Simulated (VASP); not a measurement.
# TaN (sol) (P-62m) in VASP: a series of runs

TaN (sol) is run at these levels: PBEsol; tasks: single point.

All numbers are computed with VASP 6.6.1; they aren't measurements. Logs are shortened: lines on timing, memory, paths and dates and some standing lists are left out, and cuts for length are marked.

**1. The cell of the first run**

It takes space group P-62m (No. 189, hexagonal). The conventional cell has a = 5.208 Å, b = 5.208 Å, c = 2.915 Å, α = 90.00°, β = 90.00°, γ = 120.00°. Within 2.7 Å of Ta (site symmetry -62m) lie 3 N at 2.04 Å. Ta (site symmetry -6) has 6 N at 2.17 Å within 2.9 Å. N (site symmetry m2m) has 5 Ta at 2.04 to 2.17 Å within 2.7 Å.

**2. Single point, PBEsol**

Contents of INCAR:

```
SYSTEM = TaN
PREC = Accurate
ENCUT = 520
EDIFF = 1E-6
ISMEAR = 0
SIGMA = 0.1
LREAL = .FALSE.
LASPH = .TRUE.
NELM = 80
ALGO = Normal
ISIF = 2
LWAVE = .FALSE.
LCHARG = .TRUE.
GGA = PS
LELF = .TRUE.
LVHAR = .TRUE.
NBANDS = 33
```

Contents of KPOINTS:

```
regular mesh
0
G
  6 6 6
  0 0 0
```

Contents of POSCAR:

```
TaN
1.0
    5.2084955000      0.0000000000      0.0000000000
   -2.6042477500      4.5106894200      0.0000000000
    0.0000000000      0.0000000000      2.9147477500
Ta N
3 3
Direct
    0.0000000000      0.0000000000      0.0000000000
    0.3333333300      0.6666666700      0.5000000000
    0.6666666700      0.3333333300      0.5000000000
    0.3923921700      0.0000000000      0.0000000000
    0.6076078300      0.6076078300      0.0000000000
    0.0000000000      0.3923921700      0.0000000000
```

Potentials or basis: VASP PAW PBE potentials, release 64 (Ta_pv, N).

Launch:

```console
$ cat potpaw_PBE.64/Ta_pv/POTCAR potpaw_PBE.64/N/POTCAR > POTCAR
$ mpirun -np 1 vasp_std > vasp.out
```

OUTCAR:

```text
SYSTEM = TaN
   PREC = Accurate
   ENCUT = 520
   EDIFF = 1E-6
   ISMEAR = 0
   LREAL = .FALSE.
   LASPH = .TRUE.
   NELM = 80
   ISIF = 2
   GGA = PS

 ion  position               nearest neighbor table
   1  0.000  0.000  0.000-   4 2.04   5 2.04   6 2.04   3 3.34   2 3.34   2 3.34   3 3.34   3 3.34
                             3 3.34   2 3.34   2 3.34   3 3.34   3 3.34   2 3.34   2 3.34
   2  0.333  0.667  0.500-   4 2.17   4 2.17   6 2.17   6 2.17   5 2.17   5 2.17   3 3.01   3 3.01
                             3 3.01   1 3.34   1 3.34   1 3.34   1 3.34   1 3.34   1 3.34
   3  0.667  0.333  0.500-   6 2.17   6 2.17   4 2.17   4 2.17   5 2.17   5 2.17   2 3.01   2 3.01
                             2 3.01   1 3.34   1 3.34   1 3.34   1 3.34   1 3.34   1 3.34
   4  0.392  0.000  0.000-   1 2.04   2 2.17   2 2.17   3 2.17   3 2.17
   5  0.608  0.608  0.000-   1 2.04   2 2.17   2 2.17   3 2.17   3 2.17
   6  0.000  0.392  0.000-   1 2.04   3 2.17   3 2.17   2 2.17   2 2.17

  LATTYP: Found a hexagonal cell.
 ALAT       =     5.2084955000
 C/A-ratio  =     0.5596141439

  Lattice vectors:

 A1 = (   5.2084955000,   0.0000000000,   0.0000000000)
 A2 = (  -2.6042477500,   4.5106894200,   0.0000000000)
 A3 = (   0.0000000000,   0.0000000000,   2.9147477500)

Analysis of symmetry for initial positions (statically):
=====================================================================
 Subroutine PRICEL returns:
 Original cell was already a primitive cell.

 Routine SETGRP: Setting up the symmetry group for a
 hexagonal supercell.

 Subroutine GETGRP returns: Found 12 space group operations
 (whereof 12 operations were pure point group operations)
 out of a pool of 24 trial point group operations.

The static configuration has the point symmetry D_3h.

Analysis of symmetry for dynamics (positions and initial velocities):
=====================================================================
 Subroutine PRICEL returns:
 Original cell was already a primitive cell.

 Routine SETGRP: Setting up the symmetry group for a
 hexagonal supercell.

 Subroutine GETGRP returns: Found 12 space group operations
 (whereof 12 operations were pure point group operations)
 out of a pool of 24 trial point group operations.

The dynamic configuration has the point symmetry D_3h.

 Subroutine INISYM returns: Found 12 space group operations
 (whereof 12 operations are pure point group operations),
 and found     1 'primitive' translations

----------------------------------------------------------------------------------------

                                     Primitive cell

  volume of cell :      68.4788

  direct lattice vectors                    reciprocal lattice vectors
     5.208495500  0.000000000  0.000000000     0.191994022  0.110847800  0.000000000
    -2.604247750  4.510689420  0.000000000     0.000000000  0.221695601  0.000000000
     0.000000000  0.000000000  2.914747750     0.000000000  0.000000000  0.343082862

  length of vectors
     5.208495500  5.208495501  2.914747750     0.221695601  0.221695601  0.343082862

  position of ions in fractional coordinates (direct lattice)
     0.000000000  0.000000000  0.000000000
     0.333333330  0.666666670  0.500000000
     0.666666670  0.333333330  0.500000000
     0.392392170  0.000000000  0.000000000
     0.607607830  0.607607830  0.000000000
     0.000000000  0.392392170  0.000000000

  ion indices of the primitive-cell ions
   primitive index   ion index
                 1           1
                 2           2
                 3           3
                 4           4
                 5           5
                 6           6

----------------------------------------------------------------------------------------

 KPOINTS: regular mesh

Automatic generation of k-mesh.
 Grid dimensions read from file:
 generate k-points for:    6    6    6

 Generating k-lattice:

  Cartesian coordinates                     Fractional coordinates (reciprocal lattice)
     0.031999004  0.018474633  0.000000000     0.166666667  0.000000000  0.000000000
     0.000000000  0.036949267  0.000000000     0.000000000  0.166666667  0.000000000
     0.000000000  0.000000000  0.057180477     0.000000000  0.000000000  0.166666667

  Length of vectors
     0.036949267  0.036949267  0.057180477

  Shift w.r.t. Gamma in fractional coordinates (k-lattice)
     0.000000000  0.000000000  0.000000000

 Subroutine IBZKPT returns following result:
 ===========================================

 Found     28 irreducible k-points:

 Following reciprocal coordinates:
            Coordinates               Weight
  0.000000  0.000000  0.000000      1.000000
  0.166667  0.000000  0.000000      6.000000
  0.333333  0.000000  0.000000      6.000000
  0.500000  0.000000  0.000000      3.000000
  0.166667  0.166667  0.000000      6.000000
  0.333333  0.166667  0.000000     12.000000
[... 16 lines left out ...]
  0.166667  0.000000  0.500000      6.000000
  0.333333  0.000000  0.500000      6.000000
 [... further k-points ...]
   k-points           NKPTS =     28   k-points in BZ     NKDIM =     28   number of bands    NBANDS=     33
   number of dos      NEDOS =    301   number of ions     NIONS =      6
   total plane-waves  NPLWV =  38400
   dimension x,y,z NGX =    40 NGY =   40 NGZ =   24
   dimension x,y,z NGXF=    80 NGYF=   80 NGZF=   48
   ions per type =               3   3
   NGX,Y,Z   is equivalent  to a cutoff of  12.77, 12.77, 13.69 a.u.
   NGXF,Y,Z  is equivalent  to a cutoff of  25.53, 25.53, 27.38 a.u.
 SYSTEM =  TaN
   PREC   = accura    normal or accurate (medium, high low for compatibility)
   ISTART =      0    job   : 0-new  1-cont  2-samecut
   ICHARG =      2    charge: 1-file 2-atom 10-const
   ISPIN  =      1    spin polarized calculation?
   LNONCOLLINEAR =      F non collinear calculations
   LSORBIT =      F    spin-orbit coupling
   LASPH  =      T    aspherical Exc in radial PAW
   ENCUT  =  520.0 eV  38.22 Ry    6.18 a.u.   9.68  9.68  5.42*2*pi/ulx,y,z
   NELM   =     80;   NELMIN=  2; NELMDL= -5     # of ELM steps
   EDIFF  = 0.1E-05   stopping-criterion for ELM
   LREAL  =      F    real-space projection
   EDIFFG = 0.1E-04   stopping-criterion for IOM
   NSW    =      0    number of steps for IOM
   IBRION =     -1    ionic relax: 0-MD 1-quasi-New 2-CG
   NFREE  =      0    steps in history (QN), initial steepest desc. (CG)
   ISIF   =      2    stress and relaxation
   ISYM   =      2    0-nonsym 1-usesym 2-fastsym
   POTIM  = 0.5000    time-step for ionic-motion
   TEBEG  =    0.0;   TEEND  =   0.0 temperature during run
   PSTRESS=    0.0 pullay stress
   NELECT =      48.0000    total number of electrons
   NUPDOWN=      -1.0000    fix difference up-down
   EMIN   =  10.00;   EMAX   =-10.00  energy-range for DOS
   EFERMI =   0.00;   METHOD = LEGACY
   ISMEAR =     0;   SIGMA  =   0.10  broadening in eV -4-tet -1-fermi 0-gaus
   EFERMI_NEDOS =   21; number of points for ismear=-14 and -15
   IALGO  =     38    algorithm
   IMIX   =      4    mixing-type and parameters
     AMIX     =   0.40;   BMIX     =  1.00
     AMIX_MAG =   1.60;   BMIX_MAG =  1.00
  volume/ion in A,a.u.               =      11.41        77.02
  Fermi-wavevector in a.u.,A,eV,Ry     =   1.454241  2.748118 28.773847  2.114818
  Thomas-Fermi vector in A             =   2.571415
   LORBIT       =      0    0 simple, 1 ext, 2 COOP (PROOUT), +10 PAW based schemes
   GGA     = PS    functional components
   LHFCALC =     F    Hartree Fock is set to
   AEXX    =    0.0000 exact exchange contribution
   IVDW    =     0    specifies the selected vdW correction
   LEPSILON=     F    determine dielectric tensor
   LRPA    =     F    only Hartree local field effects (RPA)
 non-spin polarized calculation
 Gauss-broadening in eV      SIGMA  =   0.10
  energy-cutoff  :      520.00
  volume of cell :       68.48
 maximum number of plane-waves:      1860
 NGX is ok and might be reduce to    40
   NGX = 19   NGY = 19   NGZ = 11

 number of electron      48.0000002 magnetization

 Free energy of the ion-electron system (eV)
  ---------------------------------------------------
  ext. energy  EPLUGINS =         0.00000000
  ---------------------------------------------------
  free energy    TOTEN  =       -71.42832551 eV

  energy without entropy =      -71.42467698  energy(sigma->0) =      -71.42650124

 E-fermi :   8.0898     XC(G=0): -13.1281

 val. band max:        7.8327621654   @ k =   0.1667   0.0000   0.1667
 cond. band min:       8.0959234235   @ k =   0.1667   0.0000   0.3333
 fundamental gap:      0.2631612581
 Fermi energy:         8.0898404123

 k-point     1 :       0.0000    0.0000    0.0000
  band No.  band energies     occupation
      1     -28.0659      2.00000
      2     -28.0659      2.00000
      3     -27.7188      2.00000
      4     -27.7188      2.00000
      5     -27.5465      2.00000
      6     -27.4417      2.00000
[... 25 lines left out ...]
     32      11.2593      0.00000
     33      11.2593      0.00000

 k-point     2 :       0.1667    0.0000    0.0000
  band No.  band energies     occupation
      1     -28.0879      2.00000
      2     -28.0586      2.00000
      3     -27.7016      2.00000
      4     -27.6903      2.00000
      5     -27.5400      2.00000
      6     -27.4478      2.00000
[... 25 lines left out ...]
     32      11.1769      0.00000
     33      11.4648      0.00000

 k-point     3 :       0.3333    0.0000    0.0000
  band No.  band energies     occupation
      1     -28.1252      2.00000
      2     -28.0138      2.00000
      3     -27.7224      2.00000
      4     -27.6390      2.00000
      5     -27.5232      2.00000
      6     -27.4635      2.00000
[... 25 lines left out ...]
     32      11.9262      0.00000
     33      11.9961      0.00000

 k-point     4 :       0.5000    0.0000    0.0000
  band No.  band energies     occupation
      1     -28.1415      2.00000
      2     -27.9603      2.00000
      3     -27.7801      2.00000
      4     -27.6148      2.00000
      5     -27.5099      2.00000
      6     -27.4762      2.00000
[... 673 lines left out ...]
     32      11.6612      0.00000
     33      12.3760      0.00000

 k-point    23 :       0.1667    0.0000    0.5000
  band No.  band energies     occupation
      1     -28.3811      2.00000
      2     -28.2108      2.00000
      3     -27.9272      2.00000
      4     -27.9024      2.00000
      5     -27.5780      2.00000
      6     -27.5407      2.00000
[... 25 lines left out ...]
     32      12.2974      0.00000
     33      12.4280      0.00000

 k-point    24 :       0.3333    0.0000    0.5000
  band No.  band energies     occupation
      1     -28.3639      2.00000
      2     -28.2409      2.00000
      3     -27.9414      2.00000
      4     -27.8673      2.00000
      5     -27.6259      2.00000
      6     -27.5258      2.00000
[... 25 lines left out ...]
     32      12.9478      0.00000
     33      13.2411      0.00000

 [... further k-points ...]
[... 5 lines left out ...]
  --------------------------------------------------------------------------------------
  -------------------------------------------------------------------------------------
  Total       -1.7427181     -1.7427181     -2.7146290      0.0000000     -0.0000000      0.0000000
  in kB      -40.7738332    -40.7738332    -63.5133273      0.0000000     -0.0000000      0.0000000
  external PRESSURE =     -48.3536646 kB  Pullay stress =       0.0000000 kB

 VOLUME and BASIS-vectors are now :
 -----------------------------------------------------------------------------
  energy-cutoff  :      520.00
  volume of cell :       68.48
      direct lattice vectors                 reciprocal lattice vectors
     5.208495500  0.000000000  0.000000000     0.191994022  0.110847800  0.000000000
    -2.604247750  4.510689420  0.000000000     0.000000000  0.221695601  0.000000000
     0.000000000  0.000000000  2.914747750     0.000000000  0.000000000  0.343082862

 POSITION                                       TOTAL-FORCE (eV/Angst)
 -----------------------------------------------------------------------------------
      0.00000      0.00000      0.00000         0.000000     -0.000000     -0.000000
     -0.00000      3.00713      1.45737         0.000000     -0.000000     -0.000000
      2.60425      1.50356      1.45737         0.000000     -0.000000     -0.000000
      2.04377      0.00000      0.00000         0.048532     -0.000000      0.000000
      1.58236      2.74073      0.00000        -0.024266     -0.042030      0.000000
     -1.02189      1.76996      0.00000        -0.024266      0.042030     -0.000000
 -----------------------------------------------------------------------------------
    total drift:                               -0.000001     -0.000003      0.000000

  FREE ENERGIE OF THE ION-ELECTRON SYSTEM (eV)
  ---------------------------------------------------
  free  energy   TOTEN  =       -71.4283255086 eV

  energy  without entropy=      -71.4246769768  energy(sigma->0) =      -71.42650124
```

Run time: 58 s. Hardware: 1 thread of Intel Xeon Platinum 8488C (Sapphire Rapids), shared host; peak memory 0.21 GiB.

Results:

| Property | Result |
| --- | --- |
| Free energy | -71.4283 eV |
| Pressure | -4.8 GPa |
| Largest force | 0.049 eV/Å |
| Band gap on the k mesh | zero (band 24 reaches 10.00 eV, above the bottom of band 25 at 7.20 eV) |

Forces on the atoms (eV/Å):
```
Ta   0.000  0.000  0.000
Ta   0.000  0.000  0.000
Ta   0.000  0.000  0.000
N    0.049  0.000  0.000
N   -0.024 -0.042  0.000
N   -0.024  0.042  0.000
```

Levels at points of the mesh, in eV from the Fermi level:
```
           k point  band 20  band 21  band 22  band 23  band 24  band 25  band 26  band 27  band 28  band 29
(0.00, 0.00, 0.00)    -4.99    -4.21    -3.28    -1.90    -0.89    -0.89     0.59     0.59     1.81     1.92
(0.50, 0.00, 0.00)    -4.55    -3.86    -3.82    -2.82    -2.61     1.21     1.79     1.92     2.41     2.42
(0.00, 0.00, 0.50)    -4.45    -4.31    -2.83    -2.83     1.91     1.91     2.03     2.19     2.19     3.27
(0.50, 0.00, 0.50)    -4.68    -3.97    -3.22    -1.93    -0.92     0.51     1.35     3.23     3.29     3.38
```

Caveat: the PAW data sets were made with another functional, which shifts forces and pressure a little; spin-orbit coupling is left out, which moves the levels of the heavy elements.

(Part 1 of 2 ends here.)
